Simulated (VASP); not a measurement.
A run of VASP 6.6.1 is set up as follows.

The input INCAR:

```
PREC = Accurate
ENCUT = 600
EDIFF = 1E-6
ISMEAR = 0
SIGMA = 0.02
LREAL = False
LASPH = True
NELM = 120
ALGO = Normal
ISIF = 2
LWAVE = False
LCHARG = False
GGA = PE
NBANDS = 11
GGA_COMPAT = False
```

The input KPOINTS:

```
regular mesh
0
Gamma
  8 8 8
```

Contents of POSCAR:

```
BeTe
1.0
    0.0000000000      2.8323125249      2.8323125249
    2.8323125249      0.0000000000      2.8323125249
    2.8323125249      2.8323125249      0.0000000000
Be Te
1 1
Direct
    0.0000000000      0.0000000000      0.0000000000
    0.2500000000      0.2500000000      0.2500000000
```

Potentials or basis: VASP PAW PBE potentials, release 64 (Be, Te).

The run is started by

```sh
$ cat potpaw_PBE.64/Be/POTCAR potpaw_PBE.64/Te/POTCAR > POTCAR
$ mpirun -np 1 vasp_std > vasp.out
```

(1) Estimate the pressure.

(2) What does it give for the band gap on the k mesh?

Results:

(1) 0.1 GPa.

(2) 2.02 eV, indirect (least direct gap 3.62 eV).

Caveat: spin-orbit coupling is left out, which moves the levels of the heavy elements.
